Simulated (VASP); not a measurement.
# Cu (Pm-3m) in VASP: notebook

Cu is run at these levels: r2SCAN, r2SCAN0; tasks: single point.

All numbers are computed with VASP 6.6.1; they aren't measurements. Logs are shortened: lines on timing, memory, paths and dates and some standing lists are left out, and cuts for length are marked.

## (1) The cell of the first run

The structure is cubic, space group Pm-3m (No. 221). Conventional cell: a = 2.369 Å, b = 2.369 Å, c = 2.369 Å, α = 90.00°, β = 90.00°, γ = 90.00°. Within 3.1 Å of Cu (site symmetry m-3m) lie 6 Cu at 2.37 Å.

## (2) Single point, r2SCAN

POSCAR reads:

```
Cu
1.0
    2.3690857466      0.0000000000      0.0000000000
    0.0000000000      2.3690857466      0.0000000000
    0.0000000000      0.0000000000      2.3690857466
Cu
1
Direct
    0.0000000000      0.0000000000      0.0000000000
```

INCAR.step1 reads:

```
PREC     = Accurate       # precision mode
ENCUT    = 520            # plane-wave cutoff, eV
ISMEAR   = -1             # smearing method
SIGMA    = 0.1            # smearing width, eV
LREAL    = False          # projectors in reciprocal space
LASPH    = True           # aspherical terms in the spheres
NELM     = 60             # most SCF steps
NBANDS   = 12             # bands
GGA      = PE             # functional
ALGO     = Normal         # electronic algorithm
EDIFF    = 1E-4           # SCF threshold, eV
LWAVE    = True           # write WAVECAR
LCHARG   = False          # write CHGCAR
```

INCAR.step2 reads:

```
PREC     = Accurate       # precision mode
ENCUT    = 520            # plane-wave cutoff, eV
EDIFF    = 1E-6           # SCF threshold, eV
ISMEAR   = -1             # smearing method
SIGMA    = 0.1            # smearing width, eV
LREAL    = False          # projectors in reciprocal space
LASPH    = True           # aspherical terms in the spheres
NELM     = 60             # most SCF steps
ALGO     = Normal         # electronic algorithm
ISIF     = 2              # what is computed and relaxed
LWAVE    = False          # write WAVECAR
LCHARG   = False          # write CHGCAR
METAGGA  = R2SCAN         # meta-GGA
LMIXTAU  = True         
NBANDS   = 12             # bands
ISTART   = 1
```

KPOINTS reads:

```
Automatic mesh
0
Gamma
  7 7 7
```

Potentials or basis: VASP PAW PBE potentials, release 64 (Cu).

Command:

```bash
$ cat potpaw_PBE.64/Cu/POTCAR > POTCAR
$ cp INCAR.step1 INCAR
$ mpirun -np 1 vasp_std > vasp.out
$ cp INCAR.step2 INCAR
$ mpirun -np 1 vasp_std > vasp.out
```

OUTCAR:

```text
PREC = Accurate
   ENCUT = 520
   EDIFF = 1E-6
   ISMEAR = -1
   LREAL = False
   LASPH = True
   NELM = 60
   ISIF = 2
   METAGGA = R2SCAN
   ISTART = 1

 ion  position               nearest neighbor table
   1  0.000  0.000  0.000-

  LATTYP: Found a simple cubic cell.
 ALAT       =     2.3690857466

  Lattice vectors:

 A1 = (   2.3690857466,   0.0000000000,   0.0000000000)
 A2 = (   0.0000000000,   2.3690857466,   0.0000000000)
 A3 = (   0.0000000000,   0.0000000000,   2.3690857466)

Analysis of symmetry for initial positions (statically):
=====================================================================
 Subroutine PRICEL returns:
 Original cell was already a primitive cell.

 Routine SETGRP: Setting up the symmetry group for a
 simple cubic supercell.

 Subroutine GETGRP returns: Found 48 space group operations
 (whereof 48 operations were pure point group operations)
 out of a pool of 48 trial point group operations.

The static configuration has the point symmetry O_h .

Analysis of symmetry for dynamics (positions and initial velocities):
=====================================================================
 Subroutine PRICEL returns:
 Original cell was already a primitive cell.

 Routine SETGRP: Setting up the symmetry group for a
 simple cubic supercell.

 Subroutine GETGRP returns: Found 48 space group operations
 (whereof 48 operations were pure point group operations)
 out of a pool of 48 trial point group operations.

The dynamic configuration has the point symmetry O_h .

 Subroutine INISYM returns: Found 48 space group operations
 (whereof 48 operations are pure point group operations),
 and found     1 'primitive' translations

----------------------------------------------------------------------------------------

                                     Primitive cell

  volume of cell :      13.2967

  direct lattice vectors                    reciprocal lattice vectors
     2.369085747  0.000000000  0.000000000     0.422103759  0.000000000  0.000000000
     0.000000000  2.369085747  0.000000000     0.000000000  0.422103759  0.000000000
     0.000000000  0.000000000  2.369085747     0.000000000  0.000000000  0.422103759

  length of vectors
     2.369085747  2.369085747  2.369085747     0.422103759  0.422103759  0.422103759

  position of ions in fractional coordinates (direct lattice)
     0.000000000  0.000000000  0.000000000

  ion indices of the primitive-cell ions
   primitive index   ion index
                 1           1

----------------------------------------------------------------------------------------

 KPOINTS: Automatic mesh

Automatic generation of k-mesh.
 Grid dimensions read from file:
 generate k-points for:    7    7    7

 Generating k-lattice:

  Cartesian coordinates                     Fractional coordinates (reciprocal lattice)
     0.060300537  0.000000000  0.000000000     0.142857143  0.000000000  0.000000000
     0.000000000  0.060300537  0.000000000     0.000000000  0.142857143  0.000000000
     0.000000000  0.000000000  0.060300537     0.000000000  0.000000000  0.142857143

  Length of vectors
     0.060300537  0.060300537  0.060300537

  Shift w.r.t. Gamma in fractional coordinates (k-lattice)
     0.000000000  0.000000000  0.000000000

 Subroutine IBZKPT returns following result:
 ===========================================

 Found     20 irreducible k-points:

 Following reciprocal coordinates:
            Coordinates               Weight
  0.000000  0.000000  0.000000      1.000000
  0.142857  0.000000  0.000000      6.000000
  0.285714  0.000000  0.000000      6.000000
  0.428571  0.000000  0.000000      6.000000
  0.142857  0.142857  0.000000     12.000000
  0.285714  0.142857  0.000000     24.000000
[... 12 lines left out ...]
  0.428571  0.428571  0.285714     24.000000
  0.428571  0.428571  0.428571      8.000000
   k-points           NKPTS =     20   k-points in BZ     NKDIM =     20   number of bands    NBANDS=     12
   number of dos      NEDOS =    301   number of ions     NIONS =      1
   total plane-waves  NPLWV =   5832
   dimension x,y,z NGX =    18 NGY =   18 NGZ =   18
   dimension x,y,z NGXF=    36 NGYF=   36 NGZF=   36
   ions per type =               1
   NGX,Y,Z   is equivalent  to a cutoff of  12.63, 12.63, 12.63 a.u.
   NGXF,Y,Z  is equivalent  to a cutoff of  25.26, 25.26, 25.26 a.u.
 SYSTEM =  unknown system
   PREC   = accura    normal or accurate (medium, high low for compatibility)
   ISTART =      1    job   : 0-new  1-cont  2-samecut
   ICHARG =      0    charge: 1-file 2-atom 10-const
   ISPIN  =      1    spin polarized calculation?
   LNONCOLLINEAR =      F non collinear calculations
   LSORBIT =      F    spin-orbit coupling
   LASPH  =      T    aspherical Exc in radial PAW
   ENCUT  =  520.0 eV  38.22 Ry    6.18 a.u.   4.40  4.40  4.40*2*pi/ulx,y,z
   NELM   =     60;   NELMIN=  2; NELMDL=  0     # of ELM steps
   EDIFF  = 0.1E-05   stopping-criterion for ELM
   LREAL  =      F    real-space projection
   EDIFFG = 0.1E-04   stopping-criterion for IOM
   NSW    =      0    number of steps for IOM
   IBRION =     -1    ionic relax: 0-MD 1-quasi-New 2-CG
   NFREE  =      0    steps in history (QN), initial steepest desc. (CG)
   ISIF   =      2    stress and relaxation
   ISYM   =      2    0-nonsym 1-usesym 2-fastsym
   POTIM  = 0.5000    time-step for ionic-motion
   TEBEG  =    0.0;   TEEND  =   0.0 temperature during run
   PSTRESS=    0.0 pullay stress
   NELECT =      11.0000    total number of electrons
   NUPDOWN=      -1.0000    fix difference up-down
   EMIN   =  10.00;   EMAX   =-10.00  energy-range for DOS
   EFERMI =   0.00;   METHOD = LEGACY
   ISMEAR =    -1;   SIGMA  =   0.10  broadening in eV -4-tet -1-fermi 0-gaus
   EFERMI_NEDOS =   21; number of points for ismear=-14 and -15
   IALGO  =     38    algorithm
   IMIX   =      4    mixing-type and parameters
     AMIX     =   0.40;   BMIX     =  1.00
     AMIX_MAG =   1.60;   BMIX_MAG =  1.00
  volume/ion in A,a.u.               =      13.30        89.73
  Fermi-wavevector in a.u.,A,eV,Ry     =   1.536827  2.904182 32.134741  2.361837
  Thomas-Fermi vector in A             =   2.643421
   LORBIT       =      0    0 simple, 1 ext, 2 COOP (PROOUT), +10 PAW based schemes
   METAGGA = R2SCAN    functional components
   LHFCALC =     F    Hartree Fock is set to
   AEXX    =    0.0000 exact exchange contribution
   IVDW    =     0    specifies the selected vdW correction
   LEPSILON=     F    determine dielectric tensor
   LRPA    =     F    only Hartree local field effects (RPA)
 non-spin polarized calculation
  energy-cutoff  :      520.00
  volume of cell :       13.30
 maximum number of plane-waves:       366
 NGX is ok and might be reduce to    18
   NGX =  9   NGY =  9   NGZ =  9

 number of electron      11.0000032 magnetization

 Free energy of the ion-electron system (eV)
  ---------------------------------------------------
  ext. energy  EPLUGINS =         0.00000000
  ---------------------------------------------------
  free energy    TOTEN  =       -10.32755511 eV

  energy without entropy =      -10.31901069  energy(sigma->0) =      -10.32328290

 E-fermi :   5.9674     XC(G=0): -12.7917

 val. band max:        5.7605399494   @ k =   0.4286   0.1429   0.1429
 cond. band min:       6.0154734459   @ k =   0.2857   0.2857   0.2857
 fundamental gap:      0.2549334964
 Fermi energy:         5.9673964437

 k-point     1 :       0.0000    0.0000    0.0000
  band No.  band energies     occupation
      1      -2.6108      2.00000
      2       1.7993      2.00000
      3       1.7993      2.00000
      4       4.4794      2.00000
      5       4.4794      2.00000
      6       4.4794      2.00000
      7      24.8012      0.00000
      8      24.8012      0.00000
      9      24.8012      0.00000
     10      28.1786      0.00000
     11      28.1786      0.00000
     12      32.6956      0.00000

 k-point     2 :       0.1429    0.0000    0.0000
  band No.  band energies     occupation
      1      -2.0239      2.00000
      2       1.8643      2.00000
      3       2.0216      2.00000
      4       4.3132      2.00000
      5       4.3132      2.00000
      6       4.4929      2.00000
      7      19.6273      0.00000
      8      25.5614      0.00000
      9      25.5614      0.00000
     10      28.4309      0.00000
     11      30.7296      0.00000
     12      36.4321      0.00000

 k-point     3 :       0.2857    0.0000    0.0000
  band No.  band energies     occupation
      1      -0.4355      2.00000
      2       2.0128      2.00000
      3       2.6587      2.00000
      4       3.9571      2.00000
      5       3.9571      2.00000
      6       4.5235      2.00000
      7      13.7488      0.00000
      8      27.6861      0.00000
      9      27.6861      0.00000
     10      29.2026      0.00000
     11      31.6223      0.00000
     12      38.3517      0.00000
[... 226 lines left out ...]
 k-point    19 :       0.4286    0.4286    0.2857
  band No.  band energies     occupation
      1       1.9103      2.00000
      2       2.6691      2.00000
      3       2.7207      2.00000
      4       3.9572      2.00000
      5       4.8892      1.99996
      6      11.2725      0.00000
      7      14.0947      0.00000
      8      16.9504      0.00000
      9      19.6315      0.00000
     10      24.6225      0.00000
     11      27.2220      0.00000
     12      28.9497      0.00000

 k-point    20 :       0.4286    0.4286    0.4286
  band No.  band energies     occupation
      1       2.1127      2.00000
      2       2.2587      2.00000
      3       2.2587      2.00000
      4       4.9217      1.99994
      5       4.9217      1.99994
      6      13.8450      0.00000
      7      16.6566      0.00000
      8      16.6566      0.00000
      9      19.6920      0.00000
     10      23.1395      0.00000
     11      23.1395      0.00000
     12      25.2078      0.00000

------------------------ aborting loop because EDIFF is reached ----------------------------------------

  FORCE on cell =-STRESS in cart. coord.  units (eV):
  Direction    XX          YY          ZZ          XY          YZ          ZX
  --------------------------------------------------------------------------------------
  -------------------------------------------------------------------------------------
  Total        0.0924107      0.0924107      0.0924107      0.0000000      0.0000000     -0.0000000
  in kB       11.1350039     11.1350039     11.1350039      0.0000000      0.0000000     -0.0000000
  external PRESSURE =      11.1350039 kB  Pullay stress =       0.0000000 kB

 VOLUME and BASIS-vectors are now :
 -----------------------------------------------------------------------------
  energy-cutoff  :      520.00
  volume of cell :       13.30
      direct lattice vectors                 reciprocal lattice vectors
     2.369085747  0.000000000  0.000000000     0.422103759  0.000000000  0.000000000
     0.000000000  2.369085747  0.000000000     0.000000000  0.422103759  0.000000000
     0.000000000  0.000000000  2.369085747     0.000000000  0.000000000  0.422103759

 POSITION                                       TOTAL-FORCE (eV/Angst)
 -----------------------------------------------------------------------------------
      0.00000      0.00000      0.00000         0.000000      0.000000      0.000000
 -----------------------------------------------------------------------------------
    total drift:                                0.000000      0.000000      0.000000

  FREE ENERGIE OF THE ION-ELECTRON SYSTEM (eV)
  ---------------------------------------------------
  free  energy   TOTEN  =       -10.3275551103 eV

  energy  without entropy=      -10.3190106926  energy(sigma->0) =      -10.32328290
```

Wall time 8.5 s (1 thread of Intel Xeon Platinum 8488C (Sapphire Rapids), shared host); peak memory 0.12 GiB.

Results:

```yaml
Free_energy: -10.3276 eV
Pressure: 1.1 GPa
```

Caveat: the k points lie up to 0.38 Å⁻¹ apart; the PAW data sets were made with another functional, which shifts forces and pressure a little.

(Continued in part 2 of 2.)
